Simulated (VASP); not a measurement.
# Mo2W3 (R-3m) in VASP: single point with PBE

Aim: the single point of Mo2W3 with PBE.

Everything below comes from runs of VASP 6.6.1. Logs are shortened: lines on timing, memory, paths and dates and some standing lists are left out, and cuts for length are marked.

**1. The cell of the first run**

The structure is trigonal, space group R-3m (No. 166). Conventional cell: a = 4.489 Å, b = 4.489 Å, c = 13.742 Å, α = 90.00°, β = 90.00°, γ = 120.00°. Mo (site symmetry 3m) has 10 W at 2.75 to 3.18 Å and 4 Mo at 2.75 to 3.17 Å within 3.6 Å. Within 3.6 Å of W (site symmetry 3m) lie 7 Mo at 2.75 to 3.18 Å and 7 W at 2.75 to 3.17 Å. W (site symmetry -3m) has 6 Mo at 2.75 Å and 8 W at 2.75 to 3.17 Å within 3.6 Å.

**2. Single point, PBE**

Input file INCAR:

```
  PREC = Accurate
  ENCUT = 520
  EDIFF = 1E-6
  ISMEAR = 0
  SIGMA = 0.1
  LREAL = False
  LASPH = True
  NELM = 60
  ALGO = Fast
  ISIF = 2
  LWAVE = False
  LCHARG = True
  GGA = PE
  LELF = True
  LVHAR = True
  NBANDS = 43
```

Input file KPOINTS:

```
Automatic mesh
0
Gamma
  12 12 12
```

Input file POSCAR:

```
Mo2W3
1.0
    2.2446513159      1.2959500415      4.5807757734
   -2.2446513159      1.2959500415      4.5807757734
    0.0000000000     -2.5919000829      4.5807757735
Mo W
2 3
Direct
    0.6000300507      0.6000300507      0.6000300507
    0.3999699493      0.3999699493      0.3999699493
    0.2001556787      0.2001556787      0.2001556787
    0.0000000000      0.0000000000      0.0000000000
    0.7998443213      0.7998443213      0.7998443213
```

Potentials or basis: VASP PAW PBE potentials, release 64 (Mo_sv, W_sv).

Launch:

```bash
$ cat potpaw_PBE.64/Mo_sv/POTCAR potpaw_PBE.64/W_sv/POTCAR > POTCAR
$ mpirun -np 1 vasp_std > vasp.out
```

OUTCAR:

```text
PREC = Accurate
   ENCUT = 520
   EDIFF = 1E-6
   ISMEAR = 0
   LREAL = False
   LASPH = True
   NELM = 60
   ISIF = 2
   GGA = PE

 ion  position               nearest neighbor table
   1  0.600  0.600  0.600-   5 2.75   3 2.75   3 2.75   3 2.75   4 2.75   4 2.75   4 2.75   2 2.75
                             2 3.17   2 3.17   2 3.17   5 3.18   5 3.18   5 3.18
   2  0.400  0.400  0.400-   3 2.75   5 2.75   5 2.75   5 2.75   4 2.75   4 2.75   4 2.75   1 2.75
                             1 3.17   1 3.17   1 3.17   3 3.18   3 3.18   3 3.18
   3  0.200  0.200  0.200-   2 2.75   1 2.75   1 2.75   1 2.75   5 2.75   5 2.75   5 2.75   4 2.75
                             4 3.17   4 3.17   4 3.17   2 3.18   2 3.18   2 3.18
   4  0.000  0.000  0.000-   1 2.75   2 2.75   1 2.75   1 2.75   2 2.75   2 2.75   5 2.75   3 2.75
                             5 3.17   3 3.17   5 3.17   3 3.17   5 3.17   3 3.17
   5  0.800  0.800  0.800-   1 2.75   2 2.75   2 2.75   2 2.75   3 2.75   3 2.75   3 2.75   4 2.75
                             4 3.17   4 3.17   4 3.17   1 3.18   1 3.18   1 3.18

  LATTYP: Found a trigonal (rhomboedric) cell.
 ALAT       =     5.2632169560
 COS(alpha) =     0.6362313862

  Lattice vectors:

 A1 = (   2.2446513159,   1.2959500415,   4.5807757734)
 A2 = (  -2.2446513159,   1.2959500415,   4.5807757734)
 A3 = (   0.0000000000,  -2.5919000829,   4.5807757735)

Analysis of symmetry for initial positions (statically):
=====================================================================
 Subroutine PRICEL returns:
 Original cell was already a primitive cell.

 Routine SETGRP: Setting up the symmetry group for a
 trigonal (rhombohedral) supercell.

 Subroutine GETGRP returns: Found 12 space group operations
 (whereof 12 operations were pure point group operations)
 out of a pool of 12 trial point group operations.

The static configuration has the point symmetry D_3d.

Analysis of symmetry for dynamics (positions and initial velocities):
=====================================================================
 Subroutine PRICEL returns:
 Original cell was already a primitive cell.

 Routine SETGRP: Setting up the symmetry group for a
 trigonal (rhombohedral) supercell.

 Subroutine GETGRP returns: Found 12 space group operations
 (whereof 12 operations were pure point group operations)
 out of a pool of 12 trial point group operations.

The dynamic configuration has the point symmetry D_3d.

 Subroutine INISYM returns: Found 12 space group operations
 (whereof 12 operations are pure point group operations),
 and found     1 'primitive' translations

----------------------------------------------------------------------------------------

                                     Primitive cell

  volume of cell :      79.9517

  direct lattice vectors                    reciprocal lattice vectors
     2.244651316  1.295950042  4.580775773     0.222751746  0.128605781  0.072767878
    -2.244651316  1.295950042  4.580775773    -0.222751746  0.128605781  0.072767878
     0.000000000 -2.591900083  4.580775774     0.000000000 -0.257211561  0.072767878

  length of vectors
     5.263216956  5.263216956  5.263216956     0.267306849  0.267306849  0.267306849

  position of ions in fractional coordinates (direct lattice)
     0.600030051  0.600030051  0.600030051
     0.399969949  0.399969949  0.399969949
     0.200155679  0.200155679  0.200155679
     0.000000000  0.000000000  0.000000000
     0.799844321  0.799844321  0.799844321

  ion indices of the primitive-cell ions
   primitive index   ion index
                 1           1
                 2           2
                 3           3
                 4           4
                 5           5

----------------------------------------------------------------------------------------

 KPOINTS: Automatic mesh

Automatic generation of k-mesh.
 Grid dimensions read from file:
 generate k-points for:   12   12   12

 Generating k-lattice:

  Cartesian coordinates                     Fractional coordinates (reciprocal lattice)
     0.018562646  0.010717148  0.006063990     0.083333333  0.000000000  0.000000000
    -0.018562646  0.010717148  0.006063990     0.000000000  0.083333333  0.000000000
     0.000000000 -0.021434297  0.006063990     0.000000000  0.000000000  0.083333333

  Length of vectors
     0.022275571  0.022275571  0.022275571

  Shift w.r.t. Gamma in fractional coordinates (k-lattice)
     0.000000000  0.000000000  0.000000000

 Subroutine IBZKPT returns following result:
 ===========================================

 Found    189 irreducible k-points:

 Following reciprocal coordinates:
            Coordinates               Weight
  0.000000  0.000000  0.000000      1.000000
  0.083333  0.000000  0.000000      6.000000
  0.166667 -0.000000 -0.000000      6.000000
  0.250000 -0.000000 -0.000000      6.000000
  0.333333 -0.000000  0.000000      6.000000
  0.416667  0.000000  0.000000      6.000000
[... 16 lines left out ...]
  0.500000  0.166667 -0.000000     12.000000
 -0.416667  0.166667  0.000000     12.000000
 [... further k-points ...]
   k-points           NKPTS =    189   k-points in BZ     NKDIM =    189   number of bands    NBANDS=     43
   number of dos      NEDOS =    301   number of ions     NIONS =      5
   total plane-waves  NPLWV =  64000
   dimension x,y,z NGX =    40 NGY =   40 NGZ =   40
   dimension x,y,z NGXF=    80 NGYF=   80 NGZF=   80
   ions per type =               2   3
   NGX,Y,Z   is equivalent  to a cutoff of  12.63, 12.63, 12.63 a.u.
   NGXF,Y,Z  is equivalent  to a cutoff of  25.27, 25.27, 25.27 a.u.
 SYSTEM =  unknown system
   PREC   = accura    normal or accurate (medium, high low for compatibility)
   ISTART =      0    job   : 0-new  1-cont  2-samecut
   ICHARG =      2    charge: 1-file 2-atom 10-const
   ISPIN  =      1    spin polarized calculation?
   LNONCOLLINEAR =      F non collinear calculations
   LSORBIT =      F    spin-orbit coupling
   LASPH  =      T    aspherical Exc in radial PAW
   ENCUT  =  520.0 eV  38.22 Ry    6.18 a.u.   9.79  9.79  9.79*2*pi/ulx,y,z
   NELM   =     60;   NELMIN=  2; NELMDL= -5     # of ELM steps
   EDIFF  = 0.1E-05   stopping-criterion for ELM
   LREAL  =      F    real-space projection
   EDIFFG = 0.1E-04   stopping-criterion for IOM
   NSW    =      0    number of steps for IOM
   IBRION =     -1    ionic relax: 0-MD 1-quasi-New 2-CG
   NFREE  =      0    steps in history (QN), initial steepest desc. (CG)
   ISIF   =      2    stress and relaxation
   ISYM   =      2    0-nonsym 1-usesym 2-fastsym
   POTIM  = 0.5000    time-step for ionic-motion
   TEBEG  =    0.0;   TEEND  =   0.0 temperature during run
   PSTRESS=    0.0 pullay stress
   NELECT =      70.0000    total number of electrons
   NUPDOWN=      -1.0000    fix difference up-down
   EMIN   =  10.00;   EMAX   =-10.00  energy-range for DOS
   EFERMI =   0.00;   METHOD = LEGACY
   ISMEAR =     0;   SIGMA  =   0.10  broadening in eV -4-tet -1-fermi 0-gaus
   EFERMI_NEDOS =   21; number of points for ismear=-14 and -15
   IALGO  =     68    algorithm
   IMIX   =      4    mixing-type and parameters
     AMIX     =   0.40;   BMIX     =  1.00
     AMIX_MAG =   1.60;   BMIX_MAG =  1.00
  volume/ion in A,a.u.               =      15.99       107.91
  Fermi-wavevector in a.u.,A,eV,Ry     =   1.566144  2.959583 33.372467  2.452807
  Thomas-Fermi vector in A             =   2.668516
   LORBIT       =      0    0 simple, 1 ext, 2 COOP (PROOUT), +10 PAW based schemes
   GGA     = PE    functional components
   LHFCALC =     F    Hartree Fock is set to
   AEXX    =    0.0000 exact exchange contribution
   IVDW    =     0    specifies the selected vdW correction
   LEPSILON=     F    determine dielectric tensor
   LRPA    =     F    only Hartree local field effects (RPA)
 non-spin polarized calculation
 RMM-DIIS sequential band-by-band and
 Gauss-broadening in eV      SIGMA  =   0.10
  energy-cutoff  :      520.00
  volume of cell :       79.95
 maximum number of plane-waves:      2189
   NGX = 19   NGY = 19   NGZ = 19

 number of electron      70.0000000 magnetization

 Free energy of the ion-electron system (eV)
  ---------------------------------------------------
  ext. energy  EPLUGINS =         0.00000000
  ---------------------------------------------------
  free energy    TOTEN  =       -60.76039004 eV

  energy without entropy =      -60.74765065  energy(sigma->0) =      -60.75402035

 E-fermi :  11.7042     XC(G=0): -13.4625

 val. band max:       11.7018095696   @ k =  -0.3333  -0.4167   0.0833
 cond. band min:      11.7130043481   @ k =  -0.2500  -0.4167   0.1667
 fundamental gap:      0.0111947785
 Fermi energy:        11.7041846662

 k-point     1 :       0.0000    0.0000    0.0000
  band No.  band energies     occupation
      1     -62.4841      2.00000
      2     -62.4148      2.00000
      3     -62.3464      2.00000
      4     -49.3833      2.00000
      5     -49.3045      2.00000
      6     -27.0073      2.00000
[... 35 lines left out ...]
     42      14.5089      0.00000
     43      14.6894      0.00000

 k-point     2 :       0.0833    0.0000    0.0000
  band No.  band energies     occupation
      1     -62.4835      2.00000
      2     -62.4141      2.00000
      3     -62.3477      2.00000
      4     -49.3829      2.00000
      5     -49.3051      2.00000
      6     -27.0149      2.00000
[... 35 lines left out ...]
     42      14.0895      0.00000
     43      14.7238      0.00000

 k-point     3 :       0.1667   -0.0000   -0.0000
  band No.  band energies     occupation
      1     -62.4818      2.00000
      2     -62.4120      2.00000
      3     -62.3513      2.00000
      4     -49.3817      2.00000
      5     -49.3067      2.00000
      6     -27.0315      2.00000
[... 919 lines left out ...]
      6     -27.0583      2.00000
[... 35 lines left out ...]
     42      14.2965      0.00000
     43      14.6529      0.00000

 k-point    24 :      -0.4167    0.1667    0.0000
  band No.  band energies     occupation
      1     -62.4744      2.00000
      2     -62.3927      2.00000
      3     -62.3779      2.00000
      4     -49.3743      2.00000
      5     -49.3160      2.00000
      6     -27.0657      2.00000
[... 35 lines left out ...]
     42      13.9840      0.00000
     43      14.4756      0.00000

 [... further k-points ...]

------------------------ aborting loop because EDIFF is reached ----------------------------------------

  FORCE on cell =-STRESS in cart. coord.  units (eV):
  Direction    XX          YY          ZZ          XY          YZ          ZX
  --------------------------------------------------------------------------------------
  -------------------------------------------------------------------------------------
  Total        0.2647398      0.2647398      0.2676890      0.0000000     -0.0000000      0.0000000
  in kB        5.3052083      5.3052083      5.3643079      0.0000000     -0.0000000      0.0000000
  external PRESSURE =       5.3249082 kB  Pullay stress =       0.0000000 kB

 VOLUME and BASIS-vectors are now :
 -----------------------------------------------------------------------------
  energy-cutoff  :      520.00
  volume of cell :       79.95
      direct lattice vectors                 reciprocal lattice vectors
     2.244651316  1.295950042  4.580775773     0.222751746  0.128605781  0.072767878
    -2.244651316  1.295950042  4.580775773    -0.222751746  0.128605781  0.072767878
     0.000000000 -2.591900083  4.580775774     0.000000000 -0.257211561  0.072767878

 POSITION                                       TOTAL-FORCE (eV/Angst)
 -----------------------------------------------------------------------------------
      0.00000      0.00000      8.24581         0.000000      0.000000      0.002155
      0.00000      0.00000      5.49652         0.000000     -0.000000     -0.002155
      0.00000      0.00000      2.75060         0.000000      0.000000      0.010427
      0.00000      0.00000      0.00000         0.000000     -0.000000     -0.000000
      0.00000      0.00000     10.99172         0.000000     -0.000000     -0.010427
 -----------------------------------------------------------------------------------
    total drift:                                0.000000     -0.000000      0.000000

  FREE ENERGIE OF THE ION-ELECTRON SYSTEM (eV)
  ---------------------------------------------------
  free  energy   TOTEN  =       -60.7603900406 eV

  energy  without entropy=      -60.7476506521  energy(sigma->0) =      -60.75402035
```

Wall time 15 min (1 thread of Intel Xeon Platinum 8259CL at 2.50GHz (Skylake/Cascade Lake), shared host); peak memory 0.62 GiB.

What came out:

* Free energy: -60.7604 eV
* Pressure: 0.5 GPa
* Largest force: 0.010 eV/Å
* Band gap on the k mesh: zero (band 35 reaches 13.36 eV, above the bottom of band 36 at 10.43 eV)

Forces in eV/Å, atoms in the order of the input:
```
Mo   0.000  0.000  0.002
Mo   0.000  0.000 -0.002
W    0.000  0.000  0.010
W    0.000  0.000  0.000
W    0.000  0.000 -0.010
```

Levels at points of the mesh, in eV from the Fermi level:
| k point | band 33 | band 34 | band 35 | band 36 | band 37 | band 38 |
| --- | --- | --- | --- | --- | --- | --- |
| (0.00, 0.00, 0.00) | -1.84 | -1.28 | -1.28 | -1.28 | 1.92 | 1.92 |
| (0.50, 0.00, 0.00) | -1.78 | -1.68 | -0.18 | 0.05 | 0.98 | 1.35 |
| (0.50, 0.50, 0.00) | -1.13 | -0.94 | 0.30 | 0.63 | 0.98 | 1.65 |
| (0.50, 0.50, 0.50) | -2.31 | -2.31 | 1.65 | 1.68 | 1.68 | 1.79 |

Caveat: spin-orbit coupling is left out, which moves the levels of the heavy elements.
